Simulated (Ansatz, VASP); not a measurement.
# AlSi2Cl in VASP and in Ansatz

```
Al Si Cl
1.0
     4.48888    0.00000    0.00000
    -2.24444    3.88749    0.00000
     0.00000    0.00000    5.11469
Al Si Cl
1 2 1
Cartesian
  0.0000 0.0000 2.5573
  0.0000 2.5917 2.5573
  2.2444 1.2958 2.5573
  0.0000 0.0000 0.0000
```

Alike in both runs: functional PBE; k mesh 6 × 6 × 4; occupations gaussian, width 0.1 eV; no spin polarisation.

Ansatz relaxed the structure, and its values are those at the end. VASP's run is a single point on that final structure, the one shown.

|  | VASP | Ansatz |
| --- | --- | --- |
| version | VASP 6.6.1 | Ansatz 0.2.0 |
| potentials or method | VASP PAW PBE potentials, release 64 (Al, Si, Cl), cutoff 520 eV | scalar-relativistic, plane waves, PAW |
| valence electrons in the cell | 18 | 18 |

```csv
,VASP,Ansatz,Ansatz less VASP
gap on the k mesh at the Fermi level (eV),none,none,-
pressure (GPa),0.0,0.1,+0.05
```

A gap of «none» marks a metal or a gap that the smearing closes.
